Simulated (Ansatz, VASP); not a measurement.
**One calculation of MgB2, two programs**

```
CELL_PARAMETERS angstrom
3.07290 0.00000 0.00000
-1.53645 2.66121 0.00000
0.00000 0.00000 3.53200
ATOMIC_POSITIONS crystal
Mg 0.00000 0.00000 0.00000
B 0.33333 0.66667 0.50000
B 0.66667 0.33333 0.50000
```

Alike in both runs: functional PBE; k mesh 15 × 15 × 12; occupations gaussian, width 0.1 eV; no spin polarisation.

Ansatz relaxed the structure, and its values are those at the end. VASP's run is a single point on that final structure, the one shown.

|  | VASP | Ansatz |
| --- | --- | --- |
| version | VASP 6.6.1 | Ansatz 0.2.0 |
| potentials or method | VASP PAW PBE potentials, release 64 (Mg, B), cutoff 520 eV | scalar-relativistic, plane waves, PAW |
| valence electrons in the cell | 8 | 16 |

|  | VASP | Ansatz | Ansatz less VASP |
| --- | --- | --- | --- |
| gap on the k mesh at the Fermi level (eV) | none | none | - |
| pressure (GPa) | -0.3 | 0.0 | +0.26 |

A gap of «none» marks a metal or a gap that the smearing closes. VASP's potentials hold 8 valence electrons a cell and Ansatz's 16, so a difference there can come from the potentials and not from the codes.
